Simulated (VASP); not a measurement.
# KZr2 (Fm-3m) in VASP: a series of runs

Aim: see how the results for KZr2 move with the level of theory and the settings. Levels: LDA, PBE, PBEsol, revPBE, BLYP, r2SCAN. Tasks: single point.

Program: VASP 6.6.1. These are calculated values, not measurements. Logs are shortened: lines on timing, memory, paths and dates and some standing lists are left out, and cuts for length are marked.

## Step 1: The cell of the first run

The structure is cubic, space group Fm-3m (No. 225). Conventional cell: a = 7.158 Å, b = 7.158 Å, c = 7.158 Å, α = 90.00°, β = 90.00°, γ = 90.00°. K (site symmetry m-3m) has 8 Zr at 3.10 Å within 4.1 Å. Zr (site symmetry -43m) has 4 K at 3.10 Å and 6 Zr at 3.58 Å within 4.1 Å.

## Step 2: Single point, LDA

Contents of INCAR:

```
SYSTEM = KZr2
PREC = Accurate
ENCUT = 520
EDIFF = 1E-6
ISMEAR = -1
SIGMA = 0.05
LREAL = .False.
LASPH = .True.
NELM = 80
ALGO = Normal
ISIF = 2
LWAVE = .False.
LCHARG = .True.
GGA = CA
LELF = .True.
LVHAR = .True.
NBANDS = 24
```

Contents of KPOINTS:

```
regular mesh
0
Gamma
  7 7 7
  0 0 0
```

Contents of POSCAR:

```
KZr2
1.0
    0.0000000000      3.5791200000      3.5791200000
    3.5791200000      0.0000000000      3.5791200000
    3.5791200000      3.5791200000      0.0000000000
K Zr
1 2
Direct
    0.0000000000      0.0000000000      0.0000000000
    0.2500000000      0.2500000000      0.2500000000
    0.7500000000      0.7500000000      0.7500000000
```

Potentials or basis: VASP PAW LDA potentials, release 64 (K_sv, Zr_sv).

Run with:

```console
cat potpaw_LDA.64/K_sv/POTCAR potpaw_LDA.64/Zr_sv/POTCAR > POTCAR
mpirun -np 1 vasp_std > vasp.out
```

OUTCAR:

```text
SYSTEM = KZr2
   PREC = Accurate
   ENCUT = 520
   EDIFF = 1E-6
   ISMEAR = -1
   LREAL = .False.
   LASPH = .True.
   NELM = 80
   ISIF = 2
   GGA = CA

 ion  position               nearest neighbor table
   1  0.000  0.000  0.000-   2 3.10   3 3.10   3 3.10   3 3.10   3 3.10   2 3.10   2 3.10   2 3.10

   2  0.250  0.250  0.250-   1 3.10   1 3.10   1 3.10   1 3.10   3 3.58   3 3.58   3 3.58   3 3.58
                             3 3.58   3 3.58
   3  0.750  0.750  0.750-   1 3.10   1 3.10   1 3.10   1 3.10   2 3.58   2 3.58   2 3.58   2 3.58
                             2 3.58   2 3.58

  LATTYP: Found a face centered cubic cell.
 ALAT       =     7.1582400000

  Lattice vectors:

 A1 = (   0.0000000000,   3.5791200000,   3.5791200000)
 A2 = (   3.5791200000,   0.0000000000,   3.5791200000)
 A3 = (   3.5791200000,   3.5791200000,   0.0000000000)

Analysis of symmetry for initial positions (statically):
=====================================================================
 Subroutine PRICEL returns:
 Original cell was already a primitive cell.

 Routine SETGRP: Setting up the symmetry group for a
 face centered cubic supercell.

 Subroutine GETGRP returns: Found 48 space group operations
 (whereof 48 operations were pure point group operations)
 out of a pool of 48 trial point group operations.

The static configuration has the point symmetry O_h .

Analysis of symmetry for dynamics (positions and initial velocities):
=====================================================================
 Subroutine PRICEL returns:
 Original cell was already a primitive cell.

 Routine SETGRP: Setting up the symmetry group for a
 face centered cubic supercell.

 Subroutine GETGRP returns: Found 48 space group operations
 (whereof 48 operations were pure point group operations)
 out of a pool of 48 trial point group operations.

The dynamic configuration has the point symmetry O_h .

 Subroutine INISYM returns: Found 48 space group operations
 (whereof 48 operations are pure point group operations),
 and found     1 'primitive' translations

----------------------------------------------------------------------------------------

                                     Primitive cell

  volume of cell :      91.6978

  direct lattice vectors                    reciprocal lattice vectors
     0.000000000  3.579120000  3.579120000    -0.139699144  0.139699144  0.139699144
     3.579120000  0.000000000  3.579120000     0.139699144 -0.139699144  0.139699144
     3.579120000  3.579120000  0.000000000     0.139699144  0.139699144 -0.139699144

  length of vectors
     5.061640045  5.061640045  5.061640045     0.241966015  0.241966015  0.241966015

  position of ions in fractional coordinates (direct lattice)
     0.000000000  0.000000000  0.000000000
     0.250000000  0.250000000  0.250000000
     0.750000000  0.750000000  0.750000000

  ion indices of the primitive-cell ions
   primitive index   ion index
                 1           1
                 2           2
                 3           3

----------------------------------------------------------------------------------------

 KPOINTS: regular mesh

Automatic generation of k-mesh.
 Grid dimensions read from file:
 generate k-points for:    7    7    7

 Generating k-lattice:

  Cartesian coordinates                     Fractional coordinates (reciprocal lattice)
    -0.019957021  0.019957021  0.019957021     0.142857143  0.000000000  0.000000000
     0.019957021 -0.019957021  0.019957021     0.000000000  0.142857143  0.000000000
     0.019957021  0.019957021 -0.019957021     0.000000000  0.000000000  0.142857143

  Length of vectors
     0.034566574  0.034566574  0.034566574

  Shift w.r.t. Gamma in fractional coordinates (k-lattice)
     0.000000000  0.000000000  0.000000000

 Subroutine IBZKPT returns following result:
 ===========================================

 Found     20 irreducible k-points:

 Following reciprocal coordinates:
            Coordinates               Weight
  0.000000  0.000000  0.000000      1.000000
  0.142857  0.000000  0.000000      8.000000
  0.285714  0.000000  0.000000      8.000000
  0.428571  0.000000  0.000000      8.000000
  0.142857  0.142857  0.000000      6.000000
  0.285714  0.142857  0.000000     24.000000
[... 12 lines left out ...]
 -0.428571  0.428571  0.142857     24.000000
 -0.285714  0.428571  0.142857     24.000000
   k-points           NKPTS =     20   k-points in BZ     NKDIM =     20   number of bands    NBANDS=     24
   number of dos      NEDOS =    301   number of ions     NIONS =      3
   total plane-waves  NPLWV =  64000
   dimension x,y,z NGX =    40 NGY =   40 NGZ =   40
   dimension x,y,z NGXF=    80 NGYF=   80 NGZF=   80
   ions per type =               1   2
   NGX,Y,Z   is equivalent  to a cutoff of  13.14, 13.14, 13.14 a.u.
   NGXF,Y,Z  is equivalent  to a cutoff of  26.28, 26.28, 26.28 a.u.
 SYSTEM =  KZr2
   PREC   = accura    normal or accurate (medium, high low for compatibility)
   ISTART =      0    job   : 0-new  1-cont  2-samecut
   ICHARG =      2    charge: 1-file 2-atom 10-const
   ISPIN  =      1    spin polarized calculation?
   LNONCOLLINEAR =      F non collinear calculations
   LSORBIT =      F    spin-orbit coupling
   LASPH  =      T    aspherical Exc in radial PAW
   ENCUT  =  520.0 eV  38.22 Ry    6.18 a.u.   9.41  9.41  9.41*2*pi/ulx,y,z
   NELM   =     80;   NELMIN=  2; NELMDL= -5     # of ELM steps
   EDIFF  = 0.1E-05   stopping-criterion for ELM
   LREAL  =      F    real-space projection
   EDIFFG = 0.1E-04   stopping-criterion for IOM
   NSW    =      0    number of steps for IOM
   IBRION =     -1    ionic relax: 0-MD 1-quasi-New 2-CG
   NFREE  =      0    steps in history (QN), initial steepest desc. (CG)
   ISIF   =      2    stress and relaxation
   ISYM   =      2    0-nonsym 1-usesym 2-fastsym
   POTIM  = 0.5000    time-step for ionic-motion
   TEBEG  =    0.0;   TEEND  =   0.0 temperature during run
   PSTRESS=    0.0 pullay stress
   NELECT =      33.0000    total number of electrons
   NUPDOWN=      -1.0000    fix difference up-down
   EMIN   =  10.00;   EMAX   =-10.00  energy-range for DOS
   EFERMI =   0.00;   METHOD = LEGACY
   ISMEAR =    -1;   SIGMA  =   0.05  broadening in eV -4-tet -1-fermi 0-gaus
   EFERMI_NEDOS =   21; number of points for ismear=-14 and -15
   IALGO  =     38    algorithm
   IMIX   =      4    mixing-type and parameters
     AMIX     =   0.40;   BMIX     =  1.00
     AMIX_MAG =   1.60;   BMIX_MAG =  1.00
  volume/ion in A,a.u.               =      30.57       206.27
  Fermi-wavevector in a.u.,A,eV,Ry     =   1.164465  2.200520 18.449220  1.355979
  Thomas-Fermi vector in A             =   2.301003
   LORBIT       =      0    0 simple, 1 ext, 2 COOP (PROOUT), +10 PAW based schemes
   GGA     = CA    functional components
   LHFCALC =     F    Hartree Fock is set to
   AEXX    =    0.0000 exact exchange contribution
   IVDW    =     0    specifies the selected vdW correction
   LEPSILON=     F    determine dielectric tensor
   LRPA    =     F    only Hartree local field effects (RPA)
 non-spin polarized calculation
  energy-cutoff  :      520.00
  volume of cell :       91.70
 maximum number of plane-waves:      2499
 NGX is ok and might be reduce to    40
   NGX = 19   NGY = 19   NGZ = 19

 number of electron      33.0000000 magnetization

 Free energy of the ion-electron system (eV)
  ---------------------------------------------------
  ext. energy  EPLUGINS =         0.00000000
  ---------------------------------------------------
  free energy    TOTEN  =       -13.66357125 eV

  energy without entropy =      -13.61630569  energy(sigma->0) =      -13.63993847

 E-fermi :   4.3942     XC(G=0):  -9.5689

 val. band max:        4.3485310481   @ k =   0.4286   0.2857   0.0000
 cond. band min:       4.3943297236   @ k =   0.4286   0.1429   0.0000
 fundamental gap:      0.0457986755
 Fermi energy:         4.3942344457

 k-point     1 :       0.0000    0.0000    0.0000
  band No.  band energies     occupation
      1     -44.8081      2.00000
      2     -44.7733      2.00000
      3     -26.0128      2.00000
      4     -22.9979      2.00000
      5     -22.9979      2.00000
      6     -22.9979      2.00000
[... 16 lines left out ...]
     23       7.8415      0.00000
     24       7.8416      0.00000

 k-point     2 :       0.1429    0.0000    0.0000
  band No.  band energies     occupation
      1     -44.8063      2.00000
      2     -44.7750      2.00000
      3     -26.0161      2.00000
      4     -22.9927      2.00000
      5     -22.9916      2.00000
      6     -22.9916      2.00000
[... 16 lines left out ...]
     23       7.0061      0.00000
     24       7.0816      0.00000

 k-point     3 :       0.2857    0.0000    0.0000
  band No.  band energies     occupation
      1     -44.8014      2.00000
      2     -44.7797      2.00000
      3     -26.0236      2.00000
      4     -22.9745      2.00000
      5     -22.9737      2.00000
      6     -22.9737      2.00000
[... 16 lines left out ...]
     23       6.2839      0.00000
     24       6.2897      0.00000

 k-point     4 :       0.4286    0.0000    0.0000
  band No.  band energies     occupation
      1     -44.7944      2.00000
      2     -44.7866      2.00000
      3     -26.0296      2.00000
      4     -22.9473      2.00000
      5     -22.9473      2.00000
      6     -22.9449      2.00000
[... 16 lines left out ...]
     23       5.7792      0.00000
     24       5.8397      0.00000

 k-point     5 :       0.1429    0.1429    0.0000
  band No.  band energies     occupation
      1     -44.8059      2.00000
      2     -44.7754      2.00000
      3     -26.0172      2.00000
      4     -23.0025      2.00000
      5     -23.0025      2.00000
      6     -22.9666      2.00000
[... 343 lines left out ...]
 k-point    18 :      -0.4286    0.2857    0.1429
  band No.  band energies     occupation
      1     -44.7933      2.00000
      2     -44.7875      2.00000
      3     -26.0337      2.00000
      4     -23.0117      2.00000
      5     -22.9761      2.00000
      6     -22.9494      2.00000
[... 16 lines left out ...]
     23       6.1142      0.00000
     24       6.4871      0.00000

 k-point    19 :      -0.4286    0.4286    0.1429
  band No.  band energies     occupation
      1     -44.7946      2.00000
      2     -44.7862      2.00000
      3     -26.0358      2.00000
      4     -23.0254      2.00000
      5     -22.9906      2.00000
      6     -22.9881      2.00000
[... 16 lines left out ...]
     23       6.5709      0.00000
     24       6.9221      0.00000

 k-point    20 :      -0.2857    0.4286    0.1429
  band No.  band energies     occupation
      1     -44.7911      2.00000
      2     -44.7897      2.00000
      3     -26.0363      2.00000
      4     -23.0263      2.00000
      5     -22.9908      2.00000
      6     -22.9526      2.00000
[... 16 lines left out ...]
     23       6.2676      0.00000
     24       6.5743      0.00000

------------------------ aborting loop because EDIFF is reached ----------------------------------------

  FORCE on cell =-STRESS in cart. coord.  units (eV):
  Direction    XX          YY          ZZ          XY          YZ          ZX
  --------------------------------------------------------------------------------------
  -------------------------------------------------------------------------------------
  Total       -2.0865816     -2.0865816     -2.0865816      0.0000000      0.0000000      0.0000000
  in kB      -36.4575253    -36.4575253    -36.4575253      0.0000000      0.0000000      0.0000000
  external PRESSURE =     -36.4575253 kB  Pullay stress =       0.0000000 kB

 VOLUME and BASIS-vectors are now :
 -----------------------------------------------------------------------------
  energy-cutoff  :      520.00
  volume of cell :       91.70
      direct lattice vectors                 reciprocal lattice vectors
     0.000000000  3.579120000  3.579120000    -0.139699144  0.139699144  0.139699144
     3.579120000  0.000000000  3.579120000     0.139699144 -0.139699144  0.139699144
     3.579120000  3.579120000  0.000000000     0.139699144  0.139699144 -0.139699144

 POSITION                                       TOTAL-FORCE (eV/Angst)
 -----------------------------------------------------------------------------------
      0.00000      0.00000      0.00000        -0.000000      0.000000     -0.000000
      1.78956      1.78956      1.78956        -0.000000     -0.000000     -0.000000
      5.36868      5.36868      5.36868         0.000000      0.000000      0.000000
 -----------------------------------------------------------------------------------
    total drift:                               -0.000000     -0.000000      0.000000

  FREE ENERGIE OF THE ION-ELECTRON SYSTEM (eV)
  ---------------------------------------------------
  free  energy   TOTEN  =       -13.6635712489 eV

  energy  without entropy=      -13.6163056913  energy(sigma->0) =      -13.63993847
```

Run time: 54 s. Hardware: 1 thread of AMD EPYC 7R43 (Zen 3), shared host; peak memory 0.17 GiB.

What came out:

```
Free energy : -13.6636 eV
Pressure    : -3.6 GPa
```

## Step 3: Single point, PBE

Contents of INCAR:

```
ALGO = Normal
EDIFF = 1E-6
ENCUT = 520
GGA = PE
ISIF = 2
ISMEAR = -1
LASPH = True
LCHARG = True
LELF = True
LREAL = False
LVHAR = True
LWAVE = False
NBANDS = 24
NELM = 80
PREC = Accurate
SIGMA = 0.05
```

Contents of KPOINTS:

```
k-points
0
Gamma
  7 7 7
```

POSCAR is that of step 2.

Potentials or basis: VASP PAW PBE potentials, release 64 (K_sv, Zr_sv).

Run with:

```console
cat potpaw_PBE.64/K_sv/POTCAR potpaw_PBE.64/Zr_sv/POTCAR > POTCAR
mpirun -np 1 vasp_std > vasp.out
```

Wall time 55 s (1 thread of AMD EPYC 7R43 (Zen 3), shared host); peak memory 0.2 GiB.

It converged, with:

```
Free energy : -11.9762 eV
Pressure    : 0.1 GPa
```

Levels at points of the mesh, in eV from the Fermi level:
| k point | band 14 | band 15 | band 16 | band 17 | band 18 | band 19 |
| --- | --- | --- | --- | --- | --- | --- |
| (0.00, 0.00, 0.00) | -1.28 | -1.28 | -0.18 | -0.18 | -0.18 | 1.96 |

## Step 4: Single point, PBEsol

Contents of INCAR:

```
SYSTEM = KZr2
  ALGO = Normal
  EDIFF = 1E-7
  ENCUT = 520
  GGA = PS
  ISIF = 2
  ISMEAR = -1
  LASPH = .TRUE.
  LCHARG = .FALSE.
  LREAL = .FALSE.
  LWAVE = .FALSE.
  NBANDS = 24
  NELM = 60
  PREC = Accurate
  SIGMA = 0.05
```

Contents of KPOINTS:

```
k-points
0
G
  7 7 7
  0 0 0
```

POSCAR is that of step 3.

Run with:

```console
cat potpaw_PBE.64/K_sv/POTCAR potpaw_PBE.64/Zr_sv/POTCAR > POTCAR
mpirun -np 1 vasp_std > vasp.out
```

It took 59 s on 1 thread of AMD EPYC 7R43 (Zen 3), shared host; peak memory 0.21 GiB.

The run converged. Its results:

| Property | Result |
| --- | --- |
| Free energy | -13.0762 eV |
| Pressure | -2.0 GPa |

Levels at points of the mesh, in eV from the Fermi level:
```csv
k point,band 14,band 15,band 16,band 17,band 18,band 19
"(0.00, 0.00, 0.00)",-1.26,-1.26,-0.19,-0.19,-0.19,1.94
```

Caveat: the PAW data sets were made with another functional, which shifts forces and pressure a little.

## Step 5: Single point, revPBE

Contents of INCAR:

```
PREC = Accurate
ENCUT = 520
EDIFF = 1E-6
ISMEAR = -1
SIGMA = 0.05
LREAL = F
LASPH = T
NELM = 60
ALGO = Normal
ISIF = 2
LWAVE = F
LCHARG = T
GGA = RE
LELF = T
LVHAR = T
NBANDS = 24
```

Contents of KPOINTS:

```
Automatic mesh
0
Gamma
  7 7 7
```

POSCAR is that of step 4.

Run with:

```console
cat potpaw_PBE.64/K_sv/POTCAR potpaw_PBE.64/Zr_sv/POTCAR > POTCAR
mpirun -np 1 vasp_std > vasp.out
```

Run time: 51 s. Hardware: 1 thread of AMD EPYC 7R43 (Zen 3), shared host; peak memory 0.21 GiB.

Results (log left out):

- Free energy: -11.0772 eV
- Pressure: 1.2 GPa

Levels at points of the mesh, in eV from the Fermi level:
```
           k point  band 14  band 15  band 16  band 17  band 18  band 19
(0.00, 0.00, 0.00)    -1.29    -1.29    -0.17    -0.17    -0.17     1.98
```

Caveat: the PAW data sets were made with another functional, which shifts forces and pressure a little.

## Step 6: Single point, BLYP

Contents of INCAR:

```
SYSTEM = KZr2
PREC = Accurate
ENCUT = 520
EDIFF = 1E-6
ISMEAR = -1
SIGMA = 0.05
LREAL = .FALSE.
LASPH = .TRUE.
NELM = 80
ALGO = Fast
ISIF = 2
LWAVE = .FALSE.
LCHARG = .TRUE.
GGA = B5
ALDAX = 1.0
AGGAX = 1.0
AGGAC = 1.0
ALDAC = 0.0
LELF = .TRUE.
LVHAR = .TRUE.
NBANDS = 24
```

Contents of KPOINTS:

```
Automatic mesh
0
G
  7 7 7
  0 0 0
```

POSCAR is that of step 5.

Potentials or basis: VASP PAW PBE potentials, release 64 (K_sv, Zr_sv).

Run with:

```console
cat potpaw_PBE.64/K_sv/POTCAR potpaw_PBE.64/Zr_sv/POTCAR > POTCAR
mpirun -np 1 vasp_std > vasp.out
```

Wall time 7.2 min (1 thread of AMD EPYC 7R43 (Zen 3), shared host); peak memory 0.23 GiB.

The run converged. Its results:

```
Free energy : -9.8563 eV
Pressure    : 1.9 GPa
```

Levels at points of the mesh, in eV from the Fermi level:
| k point | band 14 | band 15 | band 16 | band 17 | band 18 | band 19 |
| --- | --- | --- | --- | --- | --- | --- |
| (0.00, 0.00, 0.00) | -1.34 | -1.34 | -0.18 | -0.18 | -0.18 | 1.92 |

Caveat: the PAW data sets were made with another functional, which shifts forces and pressure a little.

## Step 7: Single point, r2SCAN

POSCAR is that of step 6.

Contents of INCAR.step1:

```
SYSTEM = KZr2
  ALGO = Normal
  EDIFF = 1E-4
  ENCUT = 520
  GGA = PE
  ISMEAR = -1
  LASPH = .TRUE.
  LCHARG = .FALSE.
  LREAL = .FALSE.
  LWAVE = .TRUE.
  NBANDS = 24
  NELM = 100
  PREC = Accurate
  SIGMA = 0.05
```

Contents of INCAR.step2:

```
SYSTEM = KZr2
  ALGO = Normal
  EDIFF = 1E-6
  ENCUT = 520
  ISIF = 2
  ISMEAR = -1
  ISTART = 1
  LASPH = .TRUE.
  LCHARG = .TRUE.
  LELF = .TRUE.
  LMIXTAU = .TRUE.
  LREAL = .FALSE.
  LVHAR = .TRUE.
  LWAVE = .FALSE.
  METAGGA = R2SCAN
  NBANDS = 24
  NELM = 100
  PREC = Accurate
  SIGMA = 0.05
```

Contents of KPOINTS:

```
k-points
0
G
  7 7 7
  0 0 0
```

Run with:

```console
cat potpaw_PBE.64/K_sv/POTCAR potpaw_PBE.64/Zr_sv/POTCAR > POTCAR
cp INCAR.step1 INCAR
mpirun -np 1 vasp_std > vasp.out
cp INCAR.step2 INCAR
mpirun -np 1 vasp_std > vasp.out
```

Wall time 4.2 min (1 thread of AMD EPYC 7R43 (Zen 3), shared host); peak memory 0.23 GiB.

It converged, with:

```
Free energy : -45.2332 eV
Pressure    : -0.3 GPa
```

Levels at points of the mesh, in eV from the Fermi level:
```tsv
k point	band 12	band 13	band 14	band 15	band 16	band 17	band 18	band 19	band 20	band 21
(0.00, 0.00, 0.00)	-15.42	-4.23	-1.54	-1.54	-0.10	-0.10	-0.10	2.19	2.19	2.19
```

Caveat: the PAW data sets were made with another functional, which shifts forces and pressure a little.

## Step 8: Summary

| level | potentials or basis | gap on the mesh (eV) | pressure (GPa) |
| --- | --- | --- | --- |
| LDA | VASP PAW LDA potentials, release 64 (K_sv, Zr_sv) | none | -3.6 |
| PBE | VASP PAW PBE potentials, release 64 (K_sv, Zr_sv) | none | 0.1 |
| PBEsol | VASP PAW PBE potentials, release 64 (K_sv, Zr_sv) | none | -2.0 |
| revPBE | VASP PAW PBE potentials, release 64 (K_sv, Zr_sv) | none | 1.2 |
| BLYP | VASP PAW PBE potentials, release 64 (K_sv, Zr_sv) | none | 1.9 |
| r2SCAN | VASP PAW PBE potentials, release 64 (K_sv, Zr_sv) | none | -0.3 |

Alike in all rows: task single point; no spin polarisation; cell as given; k mesh 7 × 7 × 7; cutoff (eV) 520; smearing fermi-dirac 0.05 eV.

Caveats: the PAW data sets were made with another functional, which shifts forces and pressure a little (some runs).

Absolute energies hang on the potentials; compare differences alone.
